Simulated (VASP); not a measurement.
Co:

```
Co
1.0
     2.50540    0.00000    0.00000
    -1.25270    2.16974    0.00000
     0.00000    0.00000    4.08930
Co
2
Direct
  0.33333 0.66667 0.25000
  0.66667 0.33333 0.75000
```

Base run:

| Property | Result |
| --- | --- |
| Program | VASP 6.6.1 |
| Functional | LDA |
| Potentials or basis | VASP PAW LDA potentials, release 64 (Co) |
| Cutoff | 520 eV |
| k mesh | 11 × 11 × 6 |
| Occupations | gaussian, width 0.1 eV |
| Spin | collinear spin, ferromagnetic start |
| Starting moments | [3.0, 3.0] μB |

Its results: pressure -23.2 GPa; net moment 3.10 μB per cell; site moments Co +1.56 μB.

Task: The run is repeated on the same cell with these changes: spin from collinear spin, ferromagnetic start to collinear spin, antiferromagnetic start; moments at the start from [3.0, 3.0] to [3.0, -3.0]. What comes out?

Result: Pressure -32.0 GPa; net moment 0.00 μB per cell; site moments Co +0.29, -0.29 μB.

Caveats: the cell stands under tension.
